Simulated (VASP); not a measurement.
# CuO (Cc) in VASP: further runs

Runs on CuO. Level: LDA+U. Tasks: single point.

All numbers are computed with VASP 6.6.1; they aren't measurements. Logs are shortened: lines on timing, memory, paths and dates and some standing lists are left out, and cuts for length are marked.

## (1) The cell of the first run

Symmetry: Cc, No. 9, monoclinic system. Conventional cell: a = 4.689 Å, b = 3.427 Å, c = 5.132 Å, α = 90.00°, β = 99.65°, γ = 90.00°. Cu (site symmetry 1) has 4 O at 1.91 to 2.02 Å within 2.5 Å. Within 2.5 Å of O (site symmetry 1) lie 4 Cu at 1.91 to 2.02 Å.

## (2) Single point, LDA+U, collinear spin, ferromagnetic start

Input file INCAR:

```
  PREC = Accurate
  ENCUT = 520
  EDIFF = 1E-7
  ISMEAR = 0
  SIGMA = 0.05
  LREAL = False
  LASPH = True
  NELM = 150
  ALGO = Normal
  ISIF = 2
  LWAVE = False
  LCHARG = False
  ISPIN = 2
  MAGMOM = 0.6 0.6 0.35 0.35
  LORBIT = 11
  NUPDOWN = 1.8
  LMAXMIX = 4
  LDAU = True
  LDAUTYPE = 2
  LDAUL = 2 -1
  LDAUU = 5 0
  LDAUJ = 0 0
  LDAUPRINT = 1
  NBANDS = 29
```

Input file KPOINTS:

```
Automatic mesh
0
Gamma
  7 7 4
```

Input file POSCAR:

```
CuO
1.0
    2.3446497600     -1.7133998200      0.0000000000
    2.3446497600      1.7133998200      0.0000000000
   -0.8605499100      0.0000000000      5.0594394800
Cu O
2 2
Direct
    0.0032000000      0.4968000000      0.0000000000
    0.4968000000      0.0032000000      0.5000000000
    0.5714000000      0.4056000000      0.2537000000
    0.4056000000      0.5714000000      0.7537000000
```

Potentials or basis: VASP PAW LDA potentials, release 64 (Cu, O).

Run with:

```console
cat potpaw_LDA.64/Cu/POTCAR potpaw_LDA.64/O/POTCAR > POTCAR
mpirun -np 1 vasp_std > vasp.out
```

OUTCAR:

```text
PREC = Accurate
   ENCUT = 520
   EDIFF = 1E-7
   ISMEAR = 0
   LREAL = False
   LASPH = True
   NELM = 150
   ISIF = 2
   ISPIN = 2
   LORBIT = 11
   NUPDOWN = 1.8

 ion  position               nearest neighbor table
   1  0.003  0.497  0.000-   4 1.91   3 1.93   4 1.98   3 2.02
   2  0.497  0.003  0.500-   3 1.91   4 1.93   3 1.98   4 2.02
   3  0.571  0.406  0.254-   2 1.91   1 1.93   2 1.98   1 2.02
   4  0.406  0.571  0.754-   1 1.91   2 1.93   1 1.98   2 2.02

  LATTYP: Found a base centered monoclinic cell.
 ALAT       =     4.6892995200
 B/A-ratio  =     0.7307700490
 C/A-ratio  =     1.0944283419
 COS(beta)  =    -0.1676798045

  Lattice vectors:

 A1 = (   2.3446497600,  -1.7133998200,   0.0000000000)
 A2 = (   2.3446497600,   1.7133998200,   0.0000000000)
 A3 = (  -0.8605499100,   0.0000000000,   5.0594394800)

Analysis of symmetry for initial positions (statically):
=====================================================================
 Subroutine PRICEL returns:
 Original cell was already a primitive cell.

 Routine SETGRP: Setting up the symmetry group for a
 base centered monoclinic supercell.

 Subroutine GETGRP returns: Found  2 space group operations
 (whereof  1 operations were pure point group operations)
 out of a pool of  4 trial point group operations.

The static configuration has the point symmetry C_1 .
 The point group associated with its full space group is C_1h.

Analysis of symmetry for dynamics (positions and initial velocities):
=====================================================================
 Subroutine PRICEL returns:
 Original cell was already a primitive cell.

 Routine SETGRP: Setting up the symmetry group for a
 base centered monoclinic supercell.

 Subroutine GETGRP returns: Found  2 space group operations
 (whereof  1 operations were pure point group operations)
 out of a pool of  4 trial point group operations.

The dynamic configuration has the point symmetry C_1 .
 The point group associated with its full space group is C_1h.

Analysis of structural, dynamic, and magnetic symmetry:
=====================================================================
 Subroutine PRICEL returns:
 Original cell was already a primitive cell.

 Routine SETGRP: Setting up the symmetry group for a
 base centered monoclinic supercell.

 Subroutine GETGRP returns: Found  2 space group operations
 (whereof  1 operations were pure point group operations)
 out of a pool of  4 trial point group operations.

The overall configuration has the point symmetry C_1 .
 The point group associated with its full space group is C_1h.

 Subroutine INISYM returns: Found  2 space group operations
 (whereof  1 operations are pure point group operations),
 and found     1 'primitive' translations

----------------------------------------------------------------------------------------

                                     Primitive cell

  volume of cell :      40.6508

  direct lattice vectors                    reciprocal lattice vectors
[... 135 lines left out ...]

 onsite density matrix

spin component  1

  0.9654  0.0003  0.0075 -0.0062  0.0014
  0.0003  0.9857 -0.0012 -0.0187  0.0052
  0.0075 -0.0012  0.9749  0.0014 -0.0018
 -0.0062 -0.0187  0.0014  0.9988 -0.0076
  0.0014  0.0052 -0.0018 -0.0076  0.9756

spin component  2

  0.9513 -0.0359  0.0095  0.0432 -0.0150
 -0.0359  0.8096  0.0034  0.2218 -0.0741
  0.0095  0.0034  0.9699 -0.0048  0.0004
  0.0432  0.2218 -0.0048  0.6538  0.1045
 -0.0150 -0.0741  0.0004  0.1045  0.9312

 occupancies and eigenvectors

  o =  0.4548  v =  0.0000  0.0000  0.0000  0.0000  0.0000 -0.1162 -0.5548  0.0132  0.7811 -0.2613      0.0000  0.0000  0.0000  0.0000  0.0000  0.0000  0.0000  0.0000  0.0000  0.0000
  o =  0.9523  v =  0.0000  0.0000  0.0000  0.0000  0.0000  0.8553  0.1586 -0.4338  0.2198 -0.0821      0.0000  0.0000  0.0000  0.0000  0.0000  0.0000  0.0000  0.0000  0.0000  0.0000
  o =  0.9599  v =  0.8576  0.1297 -0.4492  0.2018 -0.0721  0.0000  0.0000  0.0000  0.0000  0.0000      0.0000  0.0000  0.0000  0.0000  0.0000  0.0000  0.0000  0.0000  0.0000  0.0000
  o =  0.9659  v =  0.0000  0.0000  0.0000  0.0000  0.0000  0.0563  0.0838  0.1568  0.3698  0.9102      0.0000  0.0000  0.0000  0.0000  0.0000  0.0000  0.0000  0.0000  0.0000  0.0000
  o =  0.9674  v =  0.0000  0.0000  0.0000  0.0000  0.0000 -0.1274  0.7830  0.3103  0.4336 -0.2938      0.0000  0.0000  0.0000  0.0000  0.0000  0.0000  0.0000  0.0000  0.0000  0.0000
  o =  0.9723  v =  0.0060 -0.5991 -0.3273 -0.5436 -0.4883  0.0000  0.0000  0.0000  0.0000  0.0000      0.0000  0.0000  0.0000  0.0000  0.0000  0.0000  0.0000  0.0000  0.0000  0.0000
  o =  0.9736  v = -0.1425  0.5337  0.0641  0.1114 -0.8236  0.0000  0.0000  0.0000  0.0000  0.0000      0.0000  0.0000  0.0000  0.0000  0.0000  0.0000  0.0000  0.0000  0.0000  0.0000
  o =  0.9753  v =  0.0000  0.0000  0.0000  0.0000  0.0000 -0.4853  0.2166 -0.8311  0.1294  0.1006      0.0000  0.0000  0.0000  0.0000  0.0000  0.0000  0.0000  0.0000  0.0000  0.0000
  o =  0.9797  v =  0.4831 -0.1841  0.8281 -0.1480 -0.1584  0.0000  0.0000  0.0000  0.0000  0.0000      0.0000  0.0000  0.0000  0.0000  0.0000  0.0000  0.0000  0.0000  0.0000  0.0000
  o =  1.0149  v = -0.1038 -0.5527  0.0355  0.7934 -0.2301  0.0000  0.0000  0.0000  0.0000  0.0000      0.0000  0.0000  0.0000  0.0000  0.0000  0.0000  0.0000  0.0000  0.0000  0.0000

atom =   2  type =  1  l = 2

 onsite density matrix

spin component  1

  0.9654  0.0003 -0.0075  0.0062 -0.0014
  0.0003  0.9857  0.0012  0.0187 -0.0052
 -0.0075  0.0012  0.9749  0.0014 -0.0018
  0.0062  0.0187  0.0014  0.9988 -0.0076
 -0.0014 -0.0052 -0.0018 -0.0076  0.9756

spin component  2

  0.9513 -0.0359 -0.0095 -0.0432  0.0150
 -0.0359  0.8096 -0.0034 -0.2218  0.0741
 -0.0095 -0.0034  0.9699 -0.0048  0.0004
 -0.0432 -0.2218 -0.0048  0.6538  0.1045
  0.0150  0.0741  0.0004  0.1045  0.9312

 occupancies and eigenvectors

  o =  0.4548  v =  0.0000  0.0000  0.0000  0.0000  0.0000  0.1162  0.5548  0.0132  0.7811 -0.2613      0.0000  0.0000  0.0000  0.0000  0.0000  0.0000  0.0000  0.0000  0.0000  0.0000
  o =  0.9523  v =  0.0000  0.0000  0.0000  0.0000  0.0000  0.8553  0.1586  0.4338 -0.2198  0.0821      0.0000  0.0000  0.0000  0.0000  0.0000  0.0000  0.0000  0.0000  0.0000  0.0000
  o =  0.9599  v =  0.8576  0.1297  0.4492 -0.2018  0.0721  0.0000  0.0000  0.0000  0.0000  0.0000      0.0000  0.0000  0.0000  0.0000  0.0000  0.0000  0.0000  0.0000  0.0000  0.0000
  o =  0.9659  v =  0.0000  0.0000  0.0000  0.0000  0.0000 -0.0563 -0.0838  0.1568  0.3698  0.9102      0.0000  0.0000  0.0000  0.0000  0.0000  0.0000  0.0000  0.0000  0.0000  0.0000
  o =  0.9674  v =  0.0000  0.0000  0.0000  0.0000  0.0000 -0.1274  0.7830 -0.3103 -0.4336  0.2938      0.0000  0.0000  0.0000  0.0000  0.0000  0.0000  0.0000  0.0000  0.0000  0.0000
  o =  0.9723  v = -0.0060  0.5991 -0.3273 -0.5436 -0.4883  0.0000  0.0000  0.0000  0.0000  0.0000      0.0000  0.0000  0.0000  0.0000  0.0000  0.0000  0.0000  0.0000  0.0000  0.0000
  o =  0.9736  v = -0.1425  0.5337 -0.0641 -0.1114  0.8236  0.0000  0.0000  0.0000  0.0000  0.0000      0.0000  0.0000  0.0000  0.0000  0.0000  0.0000  0.0000  0.0000  0.0000  0.0000
  o =  0.9753  v =  0.0000  0.0000  0.0000  0.0000  0.0000  0.4853 -0.2166 -0.8311  0.1294  0.1006      0.0000  0.0000  0.0000  0.0000  0.0000  0.0000  0.0000  0.0000  0.0000  0.0000
  o =  0.9797  v = -0.4831  0.1841  0.8281 -0.1480 -0.1584  0.0000  0.0000  0.0000  0.0000  0.0000      0.0000  0.0000  0.0000  0.0000  0.0000  0.0000  0.0000  0.0000  0.0000  0.0000
  o =  1.0149  v =  0.1038  0.5527  0.0355  0.7934 -0.2301  0.0000  0.0000  0.0000  0.0000  0.0000      0.0000  0.0000  0.0000  0.0000  0.0000  0.0000  0.0000  0.0000  0.0000  0.0000

 number of electron      33.9999999 magnetization       1.7999994

 Free energy of the ion-electron system (eV)
  ---------------------------------------------------
  ext. energy  EPLUGINS =         0.00000000
  ---------------------------------------------------
  free energy    TOTEN  =       -19.98279910 eV

  energy without entropy =      -19.97987128  energy(sigma->0) =      -19.98133519

 E-fermi :   4.9903     XC(G=0): -12.3774

 val. band max:        4.9889071176   @ k =  -0.2857  -0.4286   0.2500
 cond. band min:       4.7486301990   @ k =  -0.1429   0.1429   0.0000
 fundamental gap:     -0.2402769186
 Fermi energy:         4.7406714872

 spin component 1

 k-point     1 :       0.0000    0.0000    0.0000
  band No.  band energies     occupation
      1     -14.3196      1.00000
      2     -12.9116      1.00000
      3      -3.3457      1.00000
      4      -2.1188      1.00000
      5      -1.7556      1.00000
      6      -0.2354      1.00000
[... 1529 lines left out ...]
     28      23.2358      0.00000
     29      25.1084      0.00000

 [... further k-points ...]
[... 5 lines left out ...]
  --------------------------------------------------------------------------------------
  -------------------------------------------------------------------------------------
  Total       -3.2215185     -2.1197837     -3.3785474      0.0000000      0.0000000      0.3806067
  in kB     -126.9702910    -83.5474185   -133.1593013      0.0000000      0.0000000     15.0009215
  external PRESSURE =    -114.5590036 kB  Pullay stress =       0.0000000 kB

 VOLUME and BASIS-vectors are now :
 -----------------------------------------------------------------------------
  energy-cutoff  :      520.00
  volume of cell :       40.65
      direct lattice vectors                 reciprocal lattice vectors
     2.344649760 -1.713399820  0.000000000     0.213251467 -0.291817470  0.036271514
     2.344649760  1.713399820  0.000000000     0.213251467  0.291817470  0.036271514
    -0.860549910  0.000000000  5.059439480     0.000000000  0.000000000  0.197650353

 POSITION                                       TOTAL-FORCE (eV/Angst)
 -----------------------------------------------------------------------------------
      1.17232      0.84573      0.00000        -0.601747      0.235201      0.248660
      0.74205     -0.84573      2.52972        -0.601747     -0.235201      0.248660
      2.07240     -0.28408      1.28358         0.601747      0.340718     -0.248660
      1.64213      0.28408      3.81330         0.601747     -0.340718     -0.248660
 -----------------------------------------------------------------------------------
    total drift:                               -0.000193      0.000000     -0.000552

  FREE ENERGIE OF THE ION-ELECTRON SYSTEM (eV)
  ---------------------------------------------------
  free  energy   TOTEN  =       -19.9827991004 eV

  energy  without entropy=      -19.9798712796  energy(sigma->0) =      -19.98133519

 total charge

# of ion       s       p       d       tot
------------------------------------------
    1        0.378   0.392   9.194   9.964
    2        0.378   0.392   9.194   9.964
    3        1.548   3.397   0.000   4.945
    4        1.548   3.397   0.000   4.945
--------------------------------------------------
tot          3.851   7.579  18.389  29.819

 magnetization (x)

# of ion       s       p       d       tot
------------------------------------------
    1       -0.002   0.006   0.585   0.588
    2       -0.002   0.006   0.585   0.588
    3        0.018   0.255   0.000   0.273
    4        0.018   0.255   0.000   0.273
--------------------------------------------------
tot          0.031   0.521   1.169   1.722
```

It took 2.5 min on 1 thread of AMD EPYC 9R45 (Zen 5), shared host; peak memory 0.19 GiB.

Results:

- Free energy: -19.9828 eV
- Pressure: -11.5 GPa
- Largest force: 0.735 eV/Å
- Net moment: 1.80 μB per cell
- Site moments: Cu +0.59; O +0.27 μB
- Valence electrons inside the program's atomic spheres: Cu 9.96; O 4.95

Forces on the atoms (eV/Å):
```
Cu  -0.602  0.235  0.249
Cu  -0.602 -0.235  0.249
O    0.602  0.341 -0.249
O    0.602 -0.341 -0.249
```

Eigenvalues of the final occupation matrices:
| site | spin | trace | eigenvalues |
| --- | --- | --- | --- |
| site 1 d | 1 | 4.90 | 0.96 0.97 0.97 0.98 1.01 |
| site 1 d | 2 | 4.32 | 0.45 0.95 0.97 0.97 0.98 |
| site 2 d | 1 | 4.90 | 0.96 0.97 0.97 0.98 1.01 |
| site 2 d | 2 | 4.32 | 0.45 0.95 0.97 0.97 0.98 |

Caveat: the total moment is fixed, so each spin has its own Fermi level.

## (3) Single point, LDA+U, collinear spin, ferromagnetic start

Input file INCAR:

```
ALGO     = Normal         # electronic algorithm
EDIFF    = 1E-7           # SCF threshold, eV
ENCUT    = 520            # plane-wave cutoff, eV
ISIF     = 2              # what is computed and relaxed
ISMEAR   = 0              # smearing method
ISPIN    = 2              # spin polarisation
LASPH    = T              # aspherical terms in the spheres
LCHARG   = F              # write CHGCAR
LDAU     = T              # DFT+U
LDAUJ    = 0 0          
LDAUL    = 2 -1           # shell
LDAUPRINT= 1            
LDAUTYPE = 2            
LDAUU    = 5 0            # U, eV
LMAXMIX  = 4              # l up to which the mixer works
LORBIT   = 11             # projections on sites
LREAL    = F              # projectors in reciprocal space
LWAVE    = F              # write WAVECAR
MAGMOM   = 1 1 0 0        # initial moments
NBANDS   = 29             # bands
NELM     = 150            # most SCF steps
PREC     = Accurate       # precision mode
SIGMA    = 0.05           # smearing width, eV
```

Input file KPOINTS:

```
k-points
0
Gamma
  7 7 4
```

POSCAR is that of step 2.

Potentials or basis: VASP PAW LDA potentials, release 64 (Cu, O).

Run with:

```console
cat potpaw_LDA.64/Cu/POTCAR potpaw_LDA.64/O/POTCAR > POTCAR
mpirun -np 1 vasp_std > vasp.out
```

Run time: 3.3 min. Hardware: 1 thread of AMD EPYC 9R45 (Zen 5), shared host; peak memory 0.18 GiB.

It converged, with:

```yaml
Free_energy: -20.0014 eV
Pressure: -11.3 GPa
Largest_force: 0.732 eV/Å
Band_gap_on_the_k_mesh: zero (filled and empty bands overlap)
Net_moment: 1.98 μB per cell
Site_moments: Cu +0.64; O +0.30 μB
Valence_electrons_inside_the_program's_atomic_spheres: Cu 9.95; O 4.95
```

Forces in eV/Å, atoms in the order of the input:
```
Cu  -0.613  0.236  0.255
Cu  -0.613 -0.236  0.255
O    0.613  0.309 -0.255
O    0.613 -0.309 -0.255
```

Stress tensor (GPa, compression positive):
```
-12.62   0.00   1.46
  0.00  -8.21   0.00
  1.46   0.00 -13.02
```

Levels at points of the mesh, in eV from the Fermi level:
Spin up:
```
           k point  band 14  band 15  band 16  band 17  band 18  band 19  band 20  band 21  band 22  band 23
(0.00, 0.00, 0.00)    -2.62    -2.61    -2.22    -0.59    -0.06     1.70     6.34     8.16    13.54    15.33
(0.00, 0.00, 0.50)    -3.53    -1.97    -1.97    -0.69    -0.69     4.00     4.00    11.72    11.72    14.33
```
Spin down:
```tsv
k point	band 14	band 15	band 16	band 17	band 18	band 19
(0.00, 0.00, 0.00)	-2.13	-2.08	-1.63	1.24	1.98	2.05
(0.00, 0.00, 0.50)	-3.06	-1.43	-1.43	1.45	1.45	4.31
```

Eigenvalues of the final occupation matrices:
| site | spin | trace | eigenvalues |
| --- | --- | --- | --- |
| site 1 d | 1 | 4.92 | 0.96 0.97 0.97 0.98 1.03 |
| site 1 d | 2 | 4.28 | 0.42 0.95 0.97 0.97 0.98 |
| site 2 d | 1 | 4.92 | 0.96 0.97 0.97 0.98 1.03 |
| site 2 d | 2 | 4.28 | 0.42 0.95 0.97 0.97 0.98 |

The state reached can hang on the start; a lower one may exist.
